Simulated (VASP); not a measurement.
## Pt: single point with PBE

Pt:

```
Pt
1.0
     0.03671    1.95790    1.95790
     1.95790    0.03671    1.95790
     1.99461    1.99461    0.00000
Pt
1
Direct
  0.00000 0.00000 0.00000
```

This cell differs from its parent crystal: strain +0.0375 x Voigt [0, 0, 0, 0, 0, 1].

```
Program             : VASP 6.6.1
Task                : single point
Functional          : PBE
Potentials or basis : VASP PAW PBE potentials, release 64 (Pt)
Cutoff              : 520 eV
k mesh              : 20 × 20 × 20
Occupations         : gaussian, width 0.15 eV
Spin                : no spin polarisation
```

```json
{"Pressure": "11.4 GPa", "Band gap on the k mesh": "zero (bands 5 and 6 overlap by 2.33 eV)"}
```

Stress tensor (GPa, compression positive):
```
11.89 -3.35  0.00
-3.35 11.89  0.00
 0.00  0.00 10.52
```

Levels at points of the mesh, in eV from the Fermi level:
| k point | band 3 | band 4 | band 5 | band 6 | band 7 | band 8 |
| --- | --- | --- | --- | --- | --- | --- |
| (0.00, 0.00, 0.00) | -3.87 | -3.59 | -1.63 | -1.62 | 14.60 | 19.02 |
| (0.50, 0.00, 0.00) | -3.70 | -0.33 | -0.03 | 0.18 | 6.16 | 14.05 |
| (0.50, 0.50, 0.00) | 0.01 | 0.48 | 0.52 | 1.77 | 8.93 | 10.72 |
| (0.00, 0.00, 0.50) | -3.65 | -0.65 | -0.12 | 0.11 | 5.62 | 14.33 |
| (0.50, 0.00, 0.50) | -0.04 | 0.48 | 0.53 | 1.78 | 8.96 | 11.41 |

Run time: 2.5 min on 1 thread of Intel(R) Xeon(R) 6975P-C (Granite Rapids) (shared host), peak memory 0.31 GiB.

Caveat: the cell differs from its parent crystal (strain +0.0375 x Voigt [0, 0, 0, 0, 0, 1]); the cell stands under pressure; spin-orbit coupling is left out, which moves the levels of the heavy elements.
